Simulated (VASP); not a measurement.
Si16Ge (a cell with a defect): single point with PBE

The system is Si16Ge (a cell with a defect).

```
Si Ge
1.0
     0.00000    5.43000    5.43000
     5.43000    0.00000    5.43000
     5.43000    5.43000    0.00000
Si Ge
16 1
Direct
  0.07585 0.97478 0.97489
  0.13256 0.13044 0.13045
  0.98297 0.01526 0.50091
  0.13191 0.13065 0.60706
  0.98281 0.50087 0.01535
  0.13175 0.60698 0.13077
  0.98216 0.50105 0.50119
  0.06519 0.64483 0.64490
  0.50560 0.01620 0.01591
  0.69522 0.10160 0.10156
  0.50480 0.01754 0.46169
  0.61172 0.15331 0.61714
  0.50462 0.46161 0.01745
  0.61161 0.61717 0.15336
  0.44128 0.51948 0.51953
  0.61097 0.61794 0.61780
  0.52557 0.82443 0.82470
```

```
Program             : VASP 6.6.1
Task                : single point
Functional          : PBE
Potentials or basis : VASP PAW PBE potentials, release 64 (Si, Ge_d)
Cutoff              : 520 eV
k mesh              : 2 × 2 × 2
Occupations         : fermi-dirac, width 0.02 eV
Spin                : no spin polarisation
```

- Pressure: 5.6 GPa
- Largest force: 0.011 eV/Å
- Band gap on the k mesh: 0.05 eV

Forces in eV/Å, atoms in the order of the input:
```
Si  -0.002 -0.003  0.000
Si   0.000 -0.002 -0.003
Si  -0.002  0.000  0.002
Si   0.003 -0.001 -0.004
Si  -0.001  0.002  0.002
Si   0.003 -0.002  0.000
Si  -0.002  0.002  0.003
Si  -0.001  0.001  0.002
Si   0.001  0.000 -0.003
Si   0.001 -0.003 -0.003
Si  -0.002  0.001 -0.011
Si   0.000  0.010  0.001
Si   0.000 -0.009  0.002
Si  -0.001 -0.002  0.008
Si   0.003  0.000 -0.002
Si  -0.001  0.002  0.000
Ge   0.003  0.004  0.007
```

Stress tensor (GPa, compression positive):
```
 5.56  0.65  0.66
 0.65  5.55 -0.68
 0.66 -0.68  5.55
```

Levels at points of the mesh, in eV from the valence-band top:
```tsv
k point	band 37	band 38	band 39	band 40	band 41	band 42
(0.00, 0.00, 0.00)	-0.45	-0.43	-0.43	0.05	0.07	0.40
(0.50, 0.00, 0.00)	-1.10	-1.09	-0.09	0.54	0.57	1.30
(0.00, 0.50, 0.00)	-1.23	-0.70	-0.21	0.36	0.87	1.01
(0.00, 0.00, 0.50)	-1.23	-0.70	-0.21	0.36	0.87	1.01
(0.50, 0.50, 0.50)	-1.22	-0.70	-0.22	0.37	0.87	1.01
(0.50, 0.50, 0.00)	-1.58	-0.59	0.00	0.56	1.48	1.58
(0.00, 0.50, 0.50)	-1.58	-0.60	0.00	0.56	1.48	1.58
(0.50, 0.00, 0.50)	-1.58	-0.59	0.00	0.56	1.48	1.58
```

It took 2.6 min on 1 thread of Intel(R) Xeon(R) 6975P-C (Granite Rapids), with other jobs on the host, peak memory 0.49 GiB.

Caveat: the k points lie up to 0.50 Å⁻¹ apart.
